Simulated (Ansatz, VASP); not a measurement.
Two plane-wave programs on Pt

The input POSCAR:

```
Pt
1.0
    2.7606660000      0.0000000000      0.0000000000
   -1.3803330000      2.3908070000      0.0000000000
    0.0000000000      0.0000000000      4.7921340000
Pt
2
Direct
    0.6666666667      0.3333333333      0.7500000000
    0.3333333333      0.6666666667      0.2500000000
```

The input INCAR.step1:

```
ALGO = Normal
EDIFF = 1E-4
ENCUT = 520
GGA = PE
ISMEAR = 1
LASPH = T
LCHARG = F
LREAL = F
LWAVE = T
NBANDS = 17
NELM = 80
PREC = Accurate
SIGMA = 0.025
```

File INCAR.step2:

```
ALGO = Normal
EDIFF = 1E-7
ENCUT = 520
ISIF = 2
ISMEAR = 1
ISTART = 1
LASPH = T
LCHARG = F
LMIXTAU = T
LREAL = F
LWAVE = F
METAGGA = R2SCAN
NBANDS = 17
NELM = 80
PREC = Accurate
SIGMA = 0.025
```

Contents of KPOINTS:

```
k-points
0
Gamma
  14 14 7
```

Input for Ansatz:

```yaml
crystal:
  lattice:
    - [2.760666, 0.0, 0.0]
    - [-1.380333, 2.390807, 0.0]
    - [0.0, 0.0, 4.792134]
  atoms:
    - { symbol: Pt, position: [0.6666666666666666, 0.3333333333333333, 0.75] }
    - { symbol: Pt, position: [0.3333333333333333, 0.6666666666666666, 0.25] }
basis:
  ecutwfc: 503.410645550778
kpoints:
  mp_grid:
    grid: [14, 14, 7]
    shift: [0.0, 0.0, 0.0]
hamiltonian:
  xc: r2scan
scf:
  occupations:
    method: cold
    width: 0.025
output:
  stress: true
```

Alike in both runs: task single point; functional r2SCAN; k mesh 14 × 14 × 7; no spin polarisation.

```csv
,VASP,Ansatz
version,VASP 6.6.1,Ansatz 0.2.0
potentials or method,"VASP PAW PBE potentials, release 64 (Pt), cutoff 520 eV","plane waves, PAW"
occupations,"methfessel-paxton of order 1, width 0.025 eV","cold, width 0.025 eV"
valence electrons in the cell,20,36
```

|  | VASP | Ansatz | Ansatz less VASP |
| --- | --- | --- | --- |
| pressure (GPa) | -6.1 | -6.7 | -0.54 |
| traceless stress, the component that is largest in VASP (GPa) | 0.99 | 1.12 | +0.128 |

VASP's potentials were made for PBE, not for r2SCAN. VASP's potentials hold 20 valence electrons a cell and Ansatz's 36, so a difference there can come from the potentials and not from the codes.

Spin-orbit coupling is off throughout.
